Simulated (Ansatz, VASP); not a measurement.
# Sn in VASP and in Ansatz

POSCAR

```
Sn
1.0
    0.0000000000      3.3273247537      3.3273247537
    3.3273247537      0.0000000000      3.3273247537
    3.3273247537      3.3273247537      0.0000000000
Sn
2
Direct
    0.0000000000      0.0000000000      0.0000000000
    0.2500000000      0.2500000000      0.2500000000
```

File INCAR.step1:

```
ALGO = Normal
EDIFF = 1E-4
ENCUT = 520
GGA = PE
ISMEAR = 0
LASPH = True
LCHARG = False
LREAL = False
LWAVE = True
NBANDS = 21
NELM = 80
PREC = Accurate
SIGMA = 0.1
```

The input INCAR.step2:

```
ALGO = Normal
EDIFF = 1E-6
ENCUT = 520
ISIF = 2
ISMEAR = 0
ISTART = 1
LASPH = True
LCHARG = True
LELF = True
LMIXTAU = True
LREAL = False
LVHAR = True
LWAVE = False
METAGGA = R2SCAN
NBANDS = 21
NELM = 80
PREC = Accurate
SIGMA = 0.1
```

KPOINTS

```
k-points
0
Gamma
  12 12 12
```

Input for Ansatz:

```yaml
crystal:
  lattice:
    - [0.0, 3.3273247537, 3.3273247537]
    - [3.3273247537, 0.0, 3.3273247537]
    - [3.3273247537, 3.3273247537, 0.0]
  atoms:
    - { symbol: Sn, position: [0.0, 0.0, 0.0] }
    - { symbol: Sn, position: [0.25, 0.25, 0.25] }
basis:
  ecutwfc: 500
kpoints:
  mp_grid: { grid: [12, 12, 12] }
  band_path:
    path:
      - [[0.0, 0.0, 0.0], [0.5, 0.0, 0.5], [0.625, 0.25, 0.625]]
      - [[0.375, 0.375, 0.75], [0.0, 0.0, 0.0], [0.5, 0.5, 0.5], [0.5, 0.25, 0.75], [0.5, 0.0, 0.5]]
    npoints: 14
hamiltonian:
  xc: r2scan
scf:
  occupations: { method: gaussian, width: 0.1 }
  n_extra_bands: 6
output:
  forces: true
  stress: true
  eigenvalues: true
  populations: true
  dos: { projected: true, de: 0.02, nscf_kmesh: { grid: [18, 18, 18] } }
  bader: true
```

Alike in both runs: task single point; functional r2SCAN; k mesh 12 × 12 × 12; occupations gaussian, width 0.1 eV; no spin polarisation.

|  | VASP | Ansatz |
| --- | --- | --- |
| version | VASP 6.6.1 | Ansatz 0.2.0 |
| potentials or method | VASP PAW PBE potentials, release 64 (Sn_d), cutoff 520 eV | scalar-relativistic, plane waves, PAW |
| valence electrons in the cell | 28 | 28 |

```csv
,VASP,Ansatz,Ansatz less VASP
gap on the k mesh at the Fermi level (eV),none,none,-
pressure (GPa),-1.6,-1.6,+0.04
```

VASP's potentials were made for PBE, not for r2SCAN. A gap of «none» marks a metal or a gap that the smearing closes.
